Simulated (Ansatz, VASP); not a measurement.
Zr: VASP beside Ansatz

POSCAR

```
Zr
1.0
   -2.8067140066      2.8067140066      1.5311143010
    2.8067140066     -2.8067140066      1.5311143010
    2.8067140066      2.8067140066     -1.5311143010
Zr
2
Direct
    0.0000000000      0.0000000000      0.0000000000
    0.7500000000      0.2500000000      0.5000000000
```

Contents of INCAR.step1:

```
SYSTEM = Zr
ALGO     = Normal         ! electronic algorithm
EDIFF    = 1E-4           ! SCF threshold, eV
ENCUT    = 520            ! plane-wave cutoff, eV
GGA      = PE             ! functional
ISMEAR   = 0              ! smearing method
LASPH    = .True.         ! aspherical terms in the spheres
LCHARG   = .False.        ! write CHGCAR
LREAL    = .False.        ! projectors in reciprocal space
LWAVE    = .True.         ! write WAVECAR
NBANDS   = 19             ! bands
NELM     = 60             ! most SCF steps
PREC     = Accurate       ! precision mode
SIGMA    = 0.1            ! smearing width, eV
```

File INCAR.step2:

```
SYSTEM = Zr
ALGO     = Normal         ! electronic algorithm
EDIFF    = 1E-6           ! SCF threshold, eV
ENCUT    = 520            ! plane-wave cutoff, eV
ISIF     = 2              ! what is computed and relaxed
ISMEAR   = 0              ! smearing method
ISTART   = 1            
LASPH    = .True.         ! aspherical terms in the spheres
LCHARG   = .False.        ! write CHGCAR
LMIXTAU  = .True.       
LREAL    = .False.        ! projectors in reciprocal space
LWAVE    = .False.        ! write WAVECAR
METAGGA  = R2SCAN         ! meta-GGA
NBANDS   = 19             ! bands
NELM     = 60             ! most SCF steps
PREC     = Accurate       ! precision mode
SIGMA    = 0.1            ! smearing width, eV
```

KPOINTS

```
k-points
0
Gamma
  6 6 6
  0 0 0
```

Input for Ansatz:

```yaml
crystal:
  lattice:
    - [-2.8067140066, 2.8067140066, 1.531114301]
    - [2.8067140066, -2.8067140066, 1.531114301]
    - [2.8067140066, 2.8067140066, -1.531114301]
  atoms:
    - { symbol: Zr, position: [0.0, 0.0, 0.0] }
    - { symbol: Zr, position: [0.75, 0.25, 0.5] }
basis:
  ecutwfc: 500
kpoints:
  mp_grid: { grid: [6, 6, 6] }
hamiltonian:
  xc: r2scan
scf:
  occupations: { method: gaussian, width: 0.1 }
  lower_state_search: "off"
output:
  forces: true
  stress: true
  eigenvalues: true
```

Alike in both runs: task single point; functional r2SCAN; k mesh 6 × 6 × 6; occupations gaussian, width 0.1 eV; no spin polarisation.

|  | VASP | Ansatz |
| --- | --- | --- |
| version | VASP 6.6.1 | Ansatz 0.2.0 |
| potentials or method | VASP PAW PBE potentials, release 64 (Zr_sv), cutoff 520 eV | scalar-relativistic, plane waves, PAW |
| valence electrons in the cell | 24 | 24 |

```csv
,VASP,Ansatz,Ansatz less VASP
gap on the k mesh at the Fermi level (eV),none,none,-
pressure (GPa),-2.2,-2.2,-0.04
"traceless stress, the component that is largest in VASP (GPa)",0.60,0.63,+0.026
```

VASP's potentials were made for PBE, not for r2SCAN. A gap of «none» marks a metal or a gap that the smearing closes.

The k mesh is coarse, so the values compare programs but aren't converged.
